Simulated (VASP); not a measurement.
Runs of VASP 6.6.1 on Co. The structure is that of space group Im-3m (No. 229), or close to it. The cells are those of the table. 

```csv
cell,k mesh,gap on the mesh (eV),pressure (GPa)
"a = 2.508 Å, angles 109.5°, 1 atom",18 × 18 × 18,none,-18.6
"a = 2.415 Å, angles 109.5°, 1 atom",18 × 18 × 18,none,-0.5
"a = 2.349 Å, angles 109.5°, 1 atom",18 × 18 × 18,none,(a)
"a = 2.415 Å, angles 109.5°, 1 atom",16 × 16 × 16,none,-0.5
"a = 2.314 Å, angles 109.5°, 1 atom",18 × 18 × 18,none,36.2
```

Alike in all rows: task single point; level RPBE; potentials or basis VASP PAW PBE potentials, release 64 (Co); no spin polarisation; cutoff (eV) 520; smearing fermi-dirac 0.1 eV.

Question: Fill in the values left out.

Answer: (a) 21.0.

Caveats: the PAW data sets were made with another functional, which shifts forces and pressure a little; the run has no spin polarisation, though such a crystal can be magnetic.

A gap of «none» marks levels without a gap at the run's occupations.
